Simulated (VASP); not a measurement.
# C (Fmmm) in VASP: notebook, part 2 of 3

VASP 6.6.1. Earlier steps stand in the parts before.

### Step 5. Single point, PBE

Input file INCAR:

```
SYSTEM = C
ALGO = Normal
EDIFF = 1E-6
ENCUT = 520
GGA = PE
ISIF = 2
ISMEAR = 0
LASPH = .True.
LCHARG = .False.
LREAL = .False.
LWAVE = .False.
NBANDS = 11
NELM = 80
PREC = Accurate
SIGMA = 0.15
```

Input file KPOINTS:

```
k-points
0
Gamma
  14 14 14
  0 0 0
```

Input file POSCAR:

```
C
1.0
    0.0000000000      2.1270000000      3.3480000000
    1.2280000000      0.0000000000      3.3480000000
    1.2280000000      2.1270000000      0.0000000000
C
2
Direct
    0.1666700000      0.8333300000      0.1666700000
    0.8333300000      0.1666700000      0.8333300000
```

Potentials or basis: VASP PAW PBE potentials, release 64 (C).

On the command line:

```sh
> cat potpaw_PBE.64/C/POTCAR > POTCAR
> mpirun -np 1 vasp_std > vasp.out
```

OUTCAR:

```text
SYSTEM = C
   EDIFF = 1E-6
   ENCUT = 520
   GGA = PE
   ISIF = 2
   ISMEAR = 0
   LASPH = .True.
   LREAL = .False.
   NELM = 80
   PREC = Accurate

 ion  position               nearest neighbor table
   1  0.167  0.833  0.167-   2 1.42   2 1.42   2 1.42
   2  0.833  0.167  0.833-   1 1.42   1 1.42   1 1.42

  LATTYP: Found a face centered orthorhombic cell.
 ALAT       =     2.4560000000
 B/A-ratio  =     1.7320846906
 C/A-ratio  =     2.7263843648

  Lattice vectors:

 A1 = (   0.0000000000,   2.1270000000,   3.3480000000)
 A2 = (   1.2280000000,   0.0000000000,   3.3480000000)
 A3 = (   1.2280000000,   2.1270000000,   0.0000000000)

Analysis of symmetry for initial positions (statically):
=====================================================================
 Subroutine PRICEL returns:
 Original cell was already a primitive cell.

 Routine SETGRP: Setting up the symmetry group for a
 face centered orthorhombic supercell.

 Subroutine GETGRP returns: Found  8 space group operations
 (whereof  8 operations were pure point group operations)
 out of a pool of  8 trial point group operations.
[... 173 lines left out ...]
      1     -14.9768      2.00000
      2      -1.8479      2.00000
      3       1.7553      2.00000
      4       1.7814      2.00000
      5       9.0246      0.00000
      6      13.1658      0.00000
      7      13.2372      0.00000
      8      16.2896      0.00000
      9      17.6337      0.00000
     10      27.5435      0.00000
     11      30.5383      0.00000
[... 309 lines left out ...]
 k-point    24 :       0.2857    0.1429    0.0000
  band No.  band energies     occupation
      1     -14.3772      2.00000
      2      -2.1418      2.00000
      3       0.0056      2.00000
      4       0.8695      2.00000
      5      11.5882      0.00000
      6      13.2896      0.00000
      7      14.7158      0.00000
      8      15.1394      0.00000
      9      18.5081      0.00000
     10      26.8834      0.00000
     11      28.8137      0.00000

 [... further k-points ...]

------------------------ aborting loop because EDIFF is reached ----------------------------------------

  FORCE on cell =-STRESS in cart. coord.  units (eV):
  Direction    XX          YY          ZZ          XY          YZ          ZX
  --------------------------------------------------------------------------------------
  -------------------------------------------------------------------------------------
  Total        0.6133714      0.6107809      0.4271394      0.0000000      0.0000000      0.0000000
  in kB       56.1891926     55.9518867     39.1290150      0.0000000      0.0000000      0.0000000
  external PRESSURE =      50.4233648 kB  Pullay stress =       0.0000000 kB

 VOLUME and BASIS-vectors are now :
 -----------------------------------------------------------------------------
  energy-cutoff  :      520.00
  volume of cell :       17.49
      direct lattice vectors                 reciprocal lattice vectors
     0.000000000  2.127000000  3.348000000    -0.407166124  0.235072873  0.149342891
     1.228000000  0.000000000  3.348000000     0.407166124 -0.235072873  0.149342891
     1.228000000  2.127000000  0.000000000     0.407166124  0.235072873 -0.149342891

 POSITION                                       TOTAL-FORCE (eV/Angst)
 -----------------------------------------------------------------------------------
      1.22800      0.70901      3.34800         0.000000      0.029309      0.000000
      1.22800      3.54499      3.34800         0.000000     -0.029309      0.000000
 -----------------------------------------------------------------------------------
    total drift:                               -0.000000     -0.000000     -0.000000

  FREE ENERGIE OF THE ION-ELECTRON SYSTEM (eV)
  ---------------------------------------------------
  free  energy   TOTEN  =       -18.4159857490 eV

  energy  without entropy=      -18.4158698919  energy(sigma->0) =      -18.41592782
```

OSZICAR:

```text
N       E                     dE             d eps       ncg     rms          rms(c)
DAV:   1     0.321316206083E+00    0.32132E+00   -0.41389E+03  9624   0.649E+02
DAV:   2    -0.192095226782E+02   -0.19531E+02   -0.18602E+02 12411   0.119E+02
DAV:   3    -0.196378623350E+02   -0.42834E+00   -0.42757E+00 11877   0.142E+01
DAV:   4    -0.196394189132E+02   -0.15566E-02   -0.15564E-02 10925   0.104E+00
DAV:   5    -0.196394251478E+02   -0.62345E-05   -0.62343E-05 12020   0.597E-02    0.641E+00
DAV:   6    -0.187076641001E+02    0.93176E+00   -0.80002E-01 10799   0.516E+00    0.374E+00
DAV:   7    -0.184125713705E+02    0.29509E+00   -0.89825E-01 11106   0.552E+00    0.106E+00
DAV:   8    -0.184161148768E+02   -0.35435E-02   -0.19153E-02 10513   0.887E-01    0.118E-01
DAV:   9    -0.184159103100E+02    0.20457E-03   -0.55963E-04 11483   0.148E-01    0.527E-02
DAV:  10    -0.184159865034E+02   -0.76193E-04   -0.13521E-04 10627   0.805E-02    0.275E-02
DAV:  11    -0.184159857490E+02    0.75438E-06   -0.64828E-06 11552   0.145E-02
   1 F= -.18415986E+02 E0= -.18415928E+02  d E =-.115857E-03
```

stdout:

```text
POSCAR found type information on POSCAR C
 POSCAR found :  1 types and       2 ions
 scaLAPACK will be used
 LDA part: xc-table for (Slater+PW92), standard interpolation
 POSCAR, INCAR and KPOINTS ok, starting setup
 FFT: planning ... GRIDC
 FFT: planning ... GRID_SOFT
 FFT: planning ... GRID
 WAVECAR not read
 entering main loop
```

It took 33 s on 1 thread of Intel Xeon 6975P-C (Granite Rapids), shared host; peak memory 0.18 GiB.

Results:

```yaml
Free_energy: -18.4160 eV
Pressure: 5.0 GPa
Largest_force: 0.029 eV/Å
```

Forces in eV/Å, atoms in the order of the input:
```
C    0.000  0.029  0.000
C    0.000 -0.029  0.000
```

Stress tensor (GPa, compression positive):
```
5.62 0.00 0.00
0.00 5.60 0.00
0.00 0.00 3.91
```

Caveat: the cell stands under pressure; this functional lacks dispersion, which binds layers or chains, so the pressure and a relaxed spacing across them are unreliable.

### Step 6. Single point, PBE

Input file INCAR:

```
SYSTEM = C
PREC = Accurate ; ENCUT = 520
EDIFF = 1E-6 ; ISMEAR = 1
SIGMA = 0.08 ; LREAL = .FALSE.
LASPH = .TRUE. ; NELM = 100
ALGO = Normal ; ISIF = 2
LWAVE = .FALSE. ; LCHARG = .FALSE.
GGA = PE ; NBANDS = 11
```

Input file KPOINTS:

```
Automatic mesh
0
G
  14 14 14
  0 0 0
```

POSCAR is that of step 5.

Potentials or basis: VASP PAW PBE potentials, release 64 (C).

On the command line:

```sh
> cat potpaw_PBE.64/C/POTCAR > POTCAR
> mpirun -np 1 vasp_std > vasp.out
```

OUTCAR:

```text
SYSTEM = C
   PREC = Accurate
   ENCUT = 520
   EDIFF = 1E-6
   ISMEAR = 1
   LREAL = .FALSE.
   LASPH = .TRUE.
   NELM = 100
   ISIF = 2
   GGA = PE

 ion  position               nearest neighbor table
   1  0.167  0.833  0.167-   2 1.42   2 1.42   2 1.42
   2  0.833  0.167  0.833-   1 1.42   1 1.42   1 1.42

  LATTYP: Found a face centered orthorhombic cell.
 ALAT       =     2.4560000000
 B/A-ratio  =     1.7320846906
 C/A-ratio  =     2.7263843648

  Lattice vectors:

 A1 = (   0.0000000000,   2.1270000000,   3.3480000000)
 A2 = (   1.2280000000,   0.0000000000,   3.3480000000)
 A3 = (   1.2280000000,   2.1270000000,   0.0000000000)

Analysis of symmetry for initial positions (statically):
=====================================================================
 Subroutine PRICEL returns:
 Original cell was already a primitive cell.

 Routine SETGRP: Setting up the symmetry group for a
 face centered orthorhombic supercell.

 Subroutine GETGRP returns: Found  8 space group operations
 (whereof  8 operations were pure point group operations)
 out of a pool of  8 trial point group operations.

The static configuration has the point symmetry D_2h.

Analysis of symmetry for dynamics (positions and initial velocities):
=====================================================================
 Subroutine PRICEL returns:
 Original cell was already a primitive cell.

 Routine SETGRP: Setting up the symmetry group for a
 face centered orthorhombic supercell.

 Subroutine GETGRP returns: Found  8 space group operations
 (whereof  8 operations were pure point group operations)
 out of a pool of  8 trial point group operations.

The dynamic configuration has the point symmetry D_2h.

 Subroutine INISYM returns: Found  8 space group operations
 (whereof  8 operations are pure point group operations),
 and found     1 'primitive' translations

----------------------------------------------------------------------------------------

                                     Primitive cell

  volume of cell :      17.4897

  direct lattice vectors                    reciprocal lattice vectors
     0.000000000  2.127000000  3.348000000    -0.407166124  0.235072873  0.149342891
     1.228000000  0.000000000  3.348000000     0.407166124 -0.235072873  0.149342891
     1.228000000  2.127000000  0.000000000     0.407166124  0.235072873 -0.149342891

  length of vectors
     3.966513961  3.566102635  2.456036034     0.493301943  0.493301943  0.493301943

  position of ions in fractional coordinates (direct lattice)
     0.166670000  0.833330000  0.166670000
     0.833330000  0.166670000  0.833330000

  ion indices of the primitive-cell ions
   primitive index   ion index
                 1           1
                 2           2

----------------------------------------------------------------------------------------

 KPOINTS: Automatic mesh

Automatic generation of k-mesh.
 Grid dimensions read from file:
 generate k-points for:   14   14   14

 Generating k-lattice:

  Cartesian coordinates                     Fractional coordinates (reciprocal lattice)
    -0.029083295  0.016790919  0.010667349     0.071428571  0.000000000  0.000000000
     0.029083295 -0.016790919  0.010667349     0.000000000  0.071428571  0.000000000
     0.029083295  0.016790919 -0.010667349     0.000000000  0.000000000  0.071428571

  Length of vectors
     0.035235853  0.035235853  0.035235853

  Shift w.r.t. Gamma in fractional coordinates (k-lattice)
     0.000000000  0.000000000  0.000000000

 Subroutine IBZKPT returns following result:
 ===========================================

 Found    428 irreducible k-points:

 Following reciprocal coordinates:
            Coordinates               Weight
  0.000000  0.000000  0.000000      1.000000
  0.071429  0.000000  0.000000      8.000000
  0.142857  0.000000  0.000000      8.000000
  0.214286  0.000000  0.000000      8.000000
  0.285714  0.000000  0.000000      8.000000
  0.357143  0.000000 -0.000000      8.000000
[... 16 lines left out ...]
  0.214286  0.142857  0.000000      8.000000
  0.285714  0.142857  0.000000      8.000000
 [... further k-points ...]
   k-points           NKPTS =    428   k-points in BZ     NKDIM =    428   number of bands    NBANDS=     11
   number of dos      NEDOS =    301   number of ions     NIONS =      2
   total plane-waves  NPLWV =  15120
   dimension x,y,z NGX =    30 NGY =   28 NGZ =   18
   dimension x,y,z NGXF=    60 NGYF=   56 NGZF=   36
   ions per type =               2
   NGX,Y,Z   is equivalent  to a cutoff of  12.57, 13.05, 12.18 a.u.
   NGXF,Y,Z  is equivalent  to a cutoff of  25.15, 26.11, 24.37 a.u.
 SYSTEM =  C
   PREC   = accura    normal or accurate (medium, high low for compatibility)
   ISTART =      0    job   : 0-new  1-cont  2-samecut
   ICHARG =      2    charge: 1-file 2-atom 10-const
   ISPIN  =      1    spin polarized calculation?
   LNONCOLLINEAR =      F non collinear calculations
   LSORBIT =      F    spin-orbit coupling
   LASPH  =      T    aspherical Exc in radial PAW
   ENCUT  =  520.0 eV  38.22 Ry    6.18 a.u.   7.38  6.63  4.57*2*pi/ulx,y,z
   NELM   =    100;   NELMIN=  2; NELMDL= -5     # of ELM steps
   EDIFF  = 0.1E-05   stopping-criterion for ELM
   LREAL  =      F    real-space projection
[... 7 lines left out ...]
   TEBEG  =    0.0;   TEEND  =   0.0 temperature during run
   PSTRESS=    0.0 pullay stress
   NELECT =       8.0000    total number of electrons
   NUPDOWN=      -1.0000    fix difference up-down
   EMIN   =  10.00;   EMAX   =-10.00  energy-range for DOS
   EFERMI =   0.00;   METHOD = LEGACY
   ISMEAR =     1;   SIGMA  =   0.08  broadening in eV -4-tet -1-fermi 0-gaus
   EFERMI_NEDOS =   21; number of points for ismear=-14 and -15
   IALGO  =     38    algorithm
   IMIX   =      4    mixing-type and parameters
     AMIX     =   0.40;   BMIX     =  1.00
     AMIX_MAG =   1.60;   BMIX_MAG =  1.00
  volume/ion in A,a.u.               =       8.74        59.01
  Fermi-wavevector in a.u.,A,eV,Ry     =   1.261376  2.383654 21.647797  1.591068
  Thomas-Fermi vector in A             =   2.394838
   LORBIT       =      0    0 simple, 1 ext, 2 COOP (PROOUT), +10 PAW based schemes
   GGA     = PE    functional components
   LHFCALC =     F    Hartree Fock is set to
   AEXX    =    0.0000 exact exchange contribution
   IVDW    =     0    specifies the selected vdW correction
   LEPSILON=     F    determine dielectric tensor
   LRPA    =     F    only Hartree local field effects (RPA)
 non-spin polarized calculation
 Methfessel and Paxton  Order N= 1 SIGMA  =   0.08
  energy-cutoff  :      520.00
  volume of cell :       17.49
 maximum number of plane-waves:       499
 NGX is ok and might be reduce to    30
   NGX = 15   NGY = 13   NGZ =  9

 number of electron       8.0000000 magnetization

 Free energy of the ion-electron system (eV)
  ---------------------------------------------------
  ext. energy  EPLUGINS =         0.00000000
  ---------------------------------------------------
  free energy    TOTEN  =       -18.41596069 eV

  energy without entropy =      -18.41596956  energy(sigma->0) =      -18.41596364

 E-fermi :   4.9351     XC(G=0): -10.3581

 val. band max:        4.8785869923   @ k =   0.5000  -0.1429   0.3571
 cond. band min:       5.2338041245   @ k =  -0.1429   0.2143   0.2857
 fundamental gap:      0.3552171322
 Fermi energy:         4.9351241931

 k-point     1 :       0.0000    0.0000    0.0000
  band No.  band energies     occupation
      1     -14.9768      2.00000
      2      -1.8479      2.00000
      3       1.7553      2.00000
      4       1.7815      2.00000
      5       9.0246      0.00000
      6      13.1659      0.00000
      7      13.2373      0.00000
      8      16.2897      0.00000
      9      17.6337      0.00000
     10      27.5435      0.00000
     11      30.5383      0.00000
[... 309 lines left out ...]
 k-point    24 :       0.2857    0.1429    0.0000
  band No.  band energies     occupation
      1     -14.3771      2.00000
      2      -2.1418      2.00000
      3       0.0057      2.00000
      4       0.8695      2.00000
      5      11.5882      0.00000
      6      13.2896      0.00000
      7      14.7158      0.00000
      8      15.1395      0.00000
      9      18.5081      0.00000
     10      26.8834      0.00000
     11      28.8137      0.00000

 [... further k-points ...]

------------------------ aborting loop because EDIFF is reached ----------------------------------------

  FORCE on cell =-STRESS in cart. coord.  units (eV):
  Direction    XX          YY          ZZ          XY          YZ          ZX
  --------------------------------------------------------------------------------------
  -------------------------------------------------------------------------------------
  Total        0.6110039      0.6122208      0.4281982      0.0000000      0.0000000      0.0000000
  in kB       55.9723177     56.0837875     39.2260057      0.0000000      0.0000000      0.0000000
  external PRESSURE =      50.4273703 kB  Pullay stress =       0.0000000 kB

 VOLUME and BASIS-vectors are now :
 -----------------------------------------------------------------------------
  energy-cutoff  :      520.00
  volume of cell :       17.49
      direct lattice vectors                 reciprocal lattice vectors
     0.000000000  2.127000000  3.348000000    -0.407166124  0.235072873  0.149342891
     1.228000000  0.000000000  3.348000000     0.407166124 -0.235072873  0.149342891
     1.228000000  2.127000000  0.000000000     0.407166124  0.235072873 -0.149342891

 POSITION                                       TOTAL-FORCE (eV/Angst)
 -----------------------------------------------------------------------------------
      1.22800      0.70901      3.34800         0.000000      0.031229      0.000000
      1.22800      3.54499      3.34800         0.000000     -0.031229      0.000000
 -----------------------------------------------------------------------------------
    total drift:                               -0.000000     -0.000000     -0.000000

  FREE ENERGIE OF THE ION-ELECTRON SYSTEM (eV)
  ---------------------------------------------------
  free  energy   TOTEN  =       -18.4159606861 eV

  energy  without entropy=      -18.4159695588  energy(sigma->0) =      -18.41596364
```

OSZICAR:

```text
N       E                     dE             d eps       ncg     rms          rms(c)
DAV:   1     0.322424902010E+00    0.32242E+00   -0.41389E+03  9624   0.649E+02
DAV:   2    -0.192094981172E+02   -0.19532E+02   -0.18609E+02 12411   0.119E+02
DAV:   3    -0.196378535792E+02   -0.42836E+00   -0.42764E+00 11877   0.142E+01
DAV:   4    -0.196394101915E+02   -0.15566E-02   -0.15565E-02 10925   0.104E+00
DAV:   5    -0.196394164261E+02   -0.62346E-05   -0.62346E-05 12020   0.597E-02    0.641E+00
DAV:   6    -0.187076505915E+02    0.93177E+00   -0.80003E-01 10799   0.516E+00    0.374E+00
DAV:   7    -0.184125095098E+02    0.29514E+00   -0.89828E-01 11106   0.552E+00    0.106E+00
DAV:   8    -0.184160891213E+02   -0.35796E-02   -0.19147E-02 10513   0.887E-01    0.118E-01
DAV:   9    -0.184158852321E+02    0.20389E-03   -0.55859E-04 11483   0.148E-01    0.527E-02
DAV:  10    -0.184159614383E+02   -0.76206E-04   -0.13498E-04 10619   0.804E-02    0.275E-02
DAV:  11    -0.184159606861E+02    0.75226E-06   -0.64673E-06 11560   0.144E-02
   1 F= -.18415961E+02 E0= -.18415964E+02  d E =0.887273E-05
```

Wall time 33 s (1 thread of Intel Xeon 6975P-C (Granite Rapids), shared host); peak memory 0.18 GiB.

What came out:

```
Free energy   : -18.4160 eV
Pressure      : 5.0 GPa
Largest force : 0.031 eV/Å
```

Forces on the atoms (eV/Å):
```
C    0.000  0.031  0.000
C    0.000 -0.031  0.000
```

Caveat: the cell stands under pressure; this functional lacks dispersion, which binds layers or chains, so the pressure and a relaxed spacing across them are unreliable.

(Continued in part 3 of 3.)
